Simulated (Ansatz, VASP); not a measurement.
**Two plane-wave programs on Al2Au**

Contents of POSCAR:

```
Al2Au
1.0
    0.0000000000      3.0000000000      3.0000000000
    3.0000000000      0.0000000000      3.0000000000
    3.0000000000      3.0000000000      0.0000000000
Au Al
1 2
Direct
    0.0000000000      0.0000000000      0.0000000000
    0.7500000000      0.7500000000      0.7500000000
    0.2500000000      0.2500000000      0.2500000000
```

The input INCAR.step1:

```
PREC = Accurate ; ENCUT = 520
ISMEAR = -1 ; SIGMA = 0.05
LREAL = F ; LASPH = T
NELM = 150 ; MAGMOM = 0 0 0 0 0 0 0 0 0
LSORBIT = T ; GGA_COMPAT = F
LMAXMIX = 4 ; NBANDS = 30
GGA = PE ; ALGO = Normal
EDIFF = 1E-4 ; LWAVE = T
LCHARG = F
```

The input INCAR.step2:

```
PREC = Accurate ; ENCUT = 520
EDIFF = 1E-6 ; ISMEAR = -1
SIGMA = 0.05 ; LREAL = F
LASPH = T ; NELM = 150
ALGO = Normal ; ISIF = 2
LWAVE = F ; LCHARG = T
MAGMOM = 0 0 0 0 0 0 0 0 0 ; LORBIT = 11
LSORBIT = T ; GGA_COMPAT = F
LORBMOM = T ; LMAXMIX = 4
METAGGA = R2SCAN ; LMIXTAU = T
LVHAR = T ; NBANDS = 30
ISTART = 1
```

KPOINTS

```
regular mesh
0
Gamma
  8 8 8
```

input.yaml

```yaml
crystal:
  lattice:
    - [0.0, 3.0, 3.0]
    - [3.0, 0.0, 3.0]
    - [3.0, 3.0, 0.0]
  atoms:
    - { symbol: Au, position: [0.0, 0.0, 0.0] }
    - { symbol: Al, position: [0.75, 0.75, 0.75] }
    - { symbol: Al, position: [0.25, 0.25, 0.25] }
hamiltonian:
  xc: r2scan
  pseudopotentials: { kind: paw_fr }
magnetization:
  noncollinear: true
  spin_orbit: true
kpoints:
  mp_grid: { grid: [8, 8, 8] }
  band_path:
    path:
      - [[0.0, 0.0, 0.0], [0.5, 0.0, 0.5], [0.5, 0.25, 0.75], [0.375, 0.375, 0.75], [0.0, 0.0, 0.0], [0.5, 0.5, 0.5], [0.625, 0.25, 0.625], [0.5, 0.25, 0.75], [0.5, 0.5, 0.5], [0.375, 0.375, 0.75]]
      - [[0.625, 0.25, 0.625], [0.5, 0.0, 0.5]]
    npoints: 14
scf:
  occupations: { method: fermi_dirac, width: 0.05 }
  n_extra_bands: 7
output:
  forces: true
  stress: true
  eigenvalues: true
  fatbands: false
```

Alike in both runs: functional r2SCAN; k mesh 8 × 8 × 8; occupations fermi-dirac, width 0.05 eV; non-collinear spin, spin-orbit coupling.

|  | VASP | Ansatz |
| --- | --- | --- |
| version | VASP 6.6.1 | Ansatz 0.2.0 |
| potentials or method | VASP PAW PBE potentials, release 64 (Au, Al) | Ansatz PAW |
| plane-wave cutoff (eV) | 520 | 500 |
| valence electrons in the cell | 17 | 25 |
| task | single point | band structure |

```csv
,VASP,Ansatz,Ansatz less VASP
pressure (GPa),-0.4,-0.4,+0.04
```

VASP's potentials were made for PBE, not for r2SCAN. The functional is the same, so the differences come from potentials, cutoffs and numerics. VASP's potentials hold 17 valence electrons a cell and Ansatz's 25, so a difference there can come from the potentials and not from the codes.
